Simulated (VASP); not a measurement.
Nb, 1 atom in the cell. Symmetry: I4/mmm, No. 139, tetragonal system. Conventional cell: a = 3.162 Å, b = 3.162 Å, c = 3.245 Å, α = 90.00°, β = 90.00°, γ = 90.00°. Within 3.6 Å of Nb (site symmetry 4/mmm) lie 14 Nb at 2.76 to 3.24 Å.  This cell differs from its parent crystal: strain -0.050 along x and y, -0.025 along z.

```yaml
Program: VASP 6.6.1
Task: single point
Functional: r2SCAN
Potentials_or_basis: VASP PAW PBE potentials, release 64 (Nb_sv)
Cutoff: 520 eV
k_mesh: 20 × 20 × 20
Occupations: gaussian, width 0.15 eV
Spin: no spin polarisation
Dipole_correction: no
Further_INCAR_settings: ALGO = Normal; EDIFF = 1e-06; NBANDS = 12
```

Potentials or basis: VASP PAW PBE potentials, release 64 (Nb_sv).

Run with:

```bash
$ cat potpaw_PBE.64/Nb_sv/POTCAR > POTCAR
$ cp INCAR.step1 INCAR
$ mpirun -np 1 vasp_std > vasp.out
$ cp INCAR.step2 INCAR
$ mpirun -np 1 vasp_std > vasp.out
```

Hardware: 1 thread of Intel(R) Xeon(R) Platinum 8375C CPU @ 2.90GHz (Ice Lake), on a shared host.

**Question.** Estimate the wall time of this run.

**Answer.** It took 4.8 min on 1 thread of Intel(R) Xeon(R) Platinum 8375C CPU @ 2.90GHz (Ice Lake), with other jobs on the host, peak memory 0.24 GiB. Counts: k points 641.
